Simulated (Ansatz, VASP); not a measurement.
**Co: VASP beside Ansatz**

```
CELL_PARAMETERS angstrom
2.32050 0.00000 0.00000
0.00000 2.32050 0.00000
0.00000 0.00000 2.32050
ATOMIC_POSITIONS crystal
Co 0.00000 0.00000 0.00000
```

Alike in both runs: functional BLYP; k mesh 14 × 14 × 14; occupations fermi-dirac, width 0.1 eV; no spin polarisation.

Ansatz relaxed the structure, and its values are those at the end. VASP's run is a single point on that final structure, the one shown.

|  | VASP | Ansatz |
| --- | --- | --- |
| version | VASP 6.6.1 | Ansatz 0.2.0 |
| potentials or method | VASP PAW PBE potentials, release 64 (Co), cutoff 520 eV | plane waves (420 eV) with PAW, scalar-relativistic |
| valence electrons in the cell | 9 | 17 |

Ansatz gave:

* pressure (GPa): 0.0

Task: What did VASP give for the same quantities?

Result: Pressure (GPa): -0.3.

VASP's potentials were made for PBE, not for BLYP. VASP's potentials hold 9 valence electrons a cell and Ansatz's 17, so a difference there can come from the potentials and not from the codes.
